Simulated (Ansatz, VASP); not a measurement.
# Two plane-wave programs on B4F

```xyz
5
Lattice="1.8463 -1.3052 0.0000 1.8463 1.3052 0.0000 -0.7365 0.0000 8.2807" Properties=species:S:1:pos:R:3 pbc="T T T"
B     1.6584    0.0000    6.8063
B     0.2875    0.0000    5.0177
B     2.6686    0.0000    3.2630
B     1.2977    0.0000    1.4744
F     0.0000    0.0000    0.0000
```

Change from the starting cell: species swapped into the AlAu4 type (C2/m, No. 12).

Alike in both runs: task relaxation of cell and atoms; functional PBE; k mesh 8 × 8 × 2; occupations gaussian, width 0.1 eV; no spin polarisation.

|  | VASP | Ansatz |
| --- | --- | --- |
| version | VASP 6.6.1 | Ansatz 0.2.0 |
| potentials or method | VASP PAW PBE potentials, release 64 (B, F), cutoff 600 eV | scalar-relativistic, plane waves, PAW |
| valence electrons in the cell | 19 | 19 |

```tsv
	VASP	Ansatz	Ansatz less VASP
gap on the k mesh at the Fermi level, each at its own relaxed structure (eV)	none	none	-
relaxed volume (Å³/atom)	7.87	7.95	+0.079
relaxed cell length with the largest relative difference (Å)	7.816	7.235	-0.5809
```

A gap of «none» marks a metal or a gap that the smearing closes. One of these differences is far larger than is usual between the two programs; its cause wasn't traced.

The k mesh is coarse, so the values compare programs but aren't converged.
